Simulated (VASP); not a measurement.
Here is a VASP 6.6.1 calculation.

Contents of POSCAR:

```
KZnF3
1.0
    4.0475790800      0.0000000000      0.0000000000
    0.0000000000      4.0475790800      0.0000000000
    0.0000000000      0.0000000000      4.0475790800
K Zn F
1 1 3
Direct
    0.0000000000      0.0000000000      0.0000000000
    0.5000000000      0.5000000000      0.5000000000
    0.5000000000      0.5000000000      0.0000000000
    0.0000000000      0.5000000000      0.5000000000
    0.5000000000      0.0000000000      0.5000000000
```

Contents of INCAR.step1:

```
SYSTEM = KZnF3
  PREC = Accurate
  ENCUT = 520
  ISMEAR = -1
  SIGMA = 0.02
  LREAL = .False.
  LASPH = .True.
  NELM = 100
  NBANDS = 29
  GGA = PE
  ALGO = Normal
  EDIFF = 1E-4
  LWAVE = .True.
  LCHARG = .False.
```

Contents of INCAR.step2:

```
SYSTEM = KZnF3
  PREC = Accurate
  ENCUT = 520
  EDIFF = 1E-6
  ISMEAR = -1
  SIGMA = 0.02
  LREAL = .False.
  LASPH = .True.
  NELM = 100
  ALGO = Normal
  ISIF = 2
  LWAVE = .False.
  LCHARG = .False.
  METAGGA = R2SCAN
  LMIXTAU = .True.
  NBANDS = 29
  ISTART = 1
```

File KPOINTS:

```
regular mesh
0
Gamma
  8 8 8
  0 0 0
```

Potentials or basis: VASP PAW PBE potentials, release 64 (K_sv, Zn, F).

The run is started by

```sh
$ cat potpaw_PBE.64/K_sv/POTCAR potpaw_PBE.64/Zn/POTCAR potpaw_PBE.64/F/POTCAR > POTCAR
$ cp INCAR.step1 INCAR
$ mpirun -np 1 vasp_std > vasp.out
$ cp INCAR.step2 INCAR
$ mpirun -np 1 vasp_std > vasp.out
```

Problem. Predict the band gap on the k mesh.

Solution. 4.58 eV (least direct gap 6.58 eV).

Problem. Predict the pressure.

Solution. 0.2 GPa.

Caveat: the PAW data sets were made with another functional, which shifts forces and pressure a little. r2SCAN opens gaps a little over a GGA but as a rule still falls short of measured ones.
